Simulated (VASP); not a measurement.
Write the native input for VASP 6.6.1 that does the following.

| Property | Result |
| --- | --- |
| Task | single point |
| Functional | PBEsol |
| Potentials or basis | VASP PAW PBE potentials, release 64 (Si, Cu) |
| Cutoff | 520 eV |
| k mesh | 2 × 2 × 2 |
| Occupations | fermi-dirac, width 0.02 eV |
| Spin | collinear spin, zero start |
| Starting moments | [0.0, 0.0, 0.0, 0.0, 0.0, 0.0, 0.0, 0.0, 0.0, 0.0, 0.0, 0.0, 0.0, 0.0, 0.0, 0.0, 0.0] μB |
| Dipole correction | no |
| Further INCAR settings | LREAL = Auto; ALGO = Normal; EDIFF = 1e-06; NBANDS = 56 |

The structure of CuSi16 (a cell with a defect) lies in POSCAR:

```
CuSi16
1.0
    0.0000000000      5.4300000000      5.4300000000
    5.4300000000      0.0000000000      5.4300000000
    5.4300000000      5.4300000000      0.0000000000
Si Cu
16 1
Direct
   -0.0101780847      0.0286872928     -0.0097443831
    0.1284714549      0.1259081031      0.1289081031
    0.0060593002     -0.0068103131      0.5023114180
    0.1286586556      0.1314960405      0.6147713628
    0.0039617864      0.4987153775      0.0044032228
    0.1096238490      0.6543604972      0.1100638122
    0.0041753223      0.5047443831      0.4780200737
    0.1315571823      0.6200805709      0.6191153775
    0.5018745856     -0.0068086556      0.0064970534
    0.6143374770      0.1314982505      0.1290930939
    0.5021064457     -0.0020760589      0.5025406998
    0.6330717311      0.1085879374      0.6335094843
    0.4775799263      0.5047465930      0.0046123389
    0.6186737569      0.6200820442      0.1319967772
    0.5048817680      0.4808611418      0.5053215470
    0.6191981584      0.6252180479      0.6196353591
    0.8363392265      0.4788615101      0.8367797422
```

The input as run:

INCAR

```
  ALGO = Normal
  EDIFF = 1E-6
  ENCUT = 520
  GGA = PS
  ISIF = 2
  ISMEAR = -1
  ISPIN = 2
  LASPH = True
  LCHARG = True
  LELF = True
  LMAXMIX = 4
  LORBIT = 11
  LREAL = Auto
  LVHAR = True
  LWAVE = False
  MAGMOM = 0 0 0 0 0 0 0 0 0 0 0 0 0 0 0 0 0
  NBANDS = 56
  NELM = 150
  PREC = Accurate
  SIGMA = 0.02
```

KPOINTS

```
k-points
0
Gamma
  2 2 2
```

Potentials or basis: VASP PAW PBE potentials, release 64 (Si, Cu).

Command:

```bash
$ cat potpaw_PBE.64/Si/POTCAR potpaw_PBE.64/Cu/POTCAR > POTCAR
$ mpirun -np 1 vasp_std > vasp.out
```

It gave:

| Quantity | Value |
| --- | --- |
| Pressure | 2.3 GPa |
| Largest force | 0.076 eV/Å |
| Net moment | 0.00 μB per cell |
| Valence electrons inside the program's atomic spheres | Si 1.69, 1.70, 1.68 (each value once); Cu 10.17 |

Caveat: the k points lie up to 0.50 Å⁻¹ apart; no moment was typed at the start, so none could form; the PAW data sets were made with another functional, which shifts forces and pressure a little.

It took 8.7 min on 1 thread of Intel(R) Xeon(R) Platinum 8375C CPU @ 2.90GHz (Ice Lake) (shared host), peak memory 0.7 GiB.
